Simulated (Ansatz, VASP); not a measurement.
## InSb in VASP and in Ansatz

INCAR

```
  ALGO = Normal
  EDIFF = 1E-6
  ENCUT = 520
  GGA = PE
  ISIF = 2
  ISMEAR = 0
  LASPH = T
  LCHARG = T
  LELF = T
  LREAL = F
  LVHAR = T
  LWAVE = F
  NBANDS = 16
  NELM = 100
  PREC = Accurate
  SIGMA = 0.15
```

The input KPOINTS:

```
k-points
0
Gamma
  12 12 12
```

Contents of POSCAR:

```
InSb
1.0
    0.0000000000      3.2391000000      3.2391000000
    2.9151900000      0.0000000000      3.2391000000
    2.9151900000      3.2391000000      0.0000000000
In Sb
1 1
Direct
    0.0000000000      0.0000000000      0.0000000000
    0.7500000000      0.7500000000      0.7500000000
```

Input for Ansatz:

```yaml
crystal:
  lattice:
    - [0.0, 3.2391, 3.2391]
    - [2.91519, 0.0, 3.2391]
    - [2.91519, 3.2391, 0.0]
  atoms:
    - { symbol: In, position: [0.0, 0.0, 0.0] }
    - { symbol: Sb, position: [0.75, 0.75, 0.75] }
basis:
  ecutwfc: 420
kpoints:
  mp_grid: { grid: [12, 12, 12] }
hamiltonian:
  xc: pbe
scf:
  occupations: { method: gaussian, width: 0.15 }
output:
  forces: true
  stress: true
  eigenvalues: true
```

Change from the starting cell: strain -0.1000 x Voigt [1, 0, 0, 0, 0, 0], atoms carried along.

Alike in both runs: task single point; functional PBE; k mesh 12 × 12 × 12; occupations gaussian, width 0.15 eV; no spin polarisation.

|  | VASP | Ansatz |
| --- | --- | --- |
| version | VASP 6.6.1 | Ansatz 0.2.0 |
| potentials or method | VASP PAW PBE potentials, release 64 (In_d, Sb), cutoff 520 eV | scalar-relativistic, plane waves, PAW |
| valence electrons in the cell | 18 | 28 |

```csv
,VASP,Ansatz,Ansatz less VASP
gap on the k mesh at the Fermi level (eV),0.07,0.06,-0.006
least direct gap on the mesh (eV),0.07,0.06,-0.006
pressure (GPa),9.7,9.7,+0.03
"traceless stress, the component that is largest in VASP (GPa)",1.07,1.06,-0.004
```

VASP's potentials hold 18 valence electrons a cell and Ansatz's 28, so a difference there can come from the potentials and not from the codes.

Neither program's run includes spin-orbit coupling.
